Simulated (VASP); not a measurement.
Set up this calculation in VASP 6.6.1, as the native input.

```yaml
Task: single point
Functional: PBEsol
Potentials_or_basis: VASP PAW PBE potentials, release 64 (Cu)
Cutoff: 520 eV
k_mesh: 16 × 16 × 5
Occupations: fermi-dirac, width 0.1 eV
Spin: no spin polarisation
Dipole_correction: no
Further_INCAR_settings: ALGO = Normal; EDIFF = 1e-06; NBANDS = 30
```

The structure of Cu lies in POSCAR:

```
Cu
1.0
    2.4511979823      0.0000000000      0.0000000000
   -1.2255989911      2.1227997224      0.0000000000
    0.0000000000      0.0000000000      8.0074973357
Cu
4
Direct
    1.0000000000      1.0000000000      0.0000000000
    1.0000000000      1.0000000000      0.5000000000
    0.3333333333      0.6666666667      0.2500000000
    0.6666666667      0.3333333333      0.7500000000
```

This isn't the form of Cu at room conditions, which is fcc.

One way to write it, as run:

INCAR

```
  PREC = Accurate
  ENCUT = 520
  EDIFF = 1E-6
  ISMEAR = -1
  SIGMA = 0.1
  LREAL = False
  LASPH = True
  NELM = 100
  ALGO = Normal
  ISIF = 2
  LWAVE = False
  LCHARG = False
  GGA = PS
  NBANDS = 30
```

KPOINTS

```
Automatic mesh
0
Gamma
  16 16 5
```

Potentials or basis: VASP PAW PBE potentials, release 64 (Cu).

The run is started by

```bash
$ cat potpaw_PBE.64/Cu/POTCAR > POTCAR
$ mpirun -np 1 vasp_std > vasp.out
```

It gave:

```json
{"Pressure": "18.0 GPa", "Band gap on the k mesh": "zero (bands 22 and 23 overlap by 5.60 eV)"}
```

Caveat: the cell stands under pressure; the PAW data sets were made with another functional, which shifts forces and pressure a little.

Wall time 96 s on 1 thread of Intel Xeon 8259CL (shared host), peak memory 0.21 GiB.
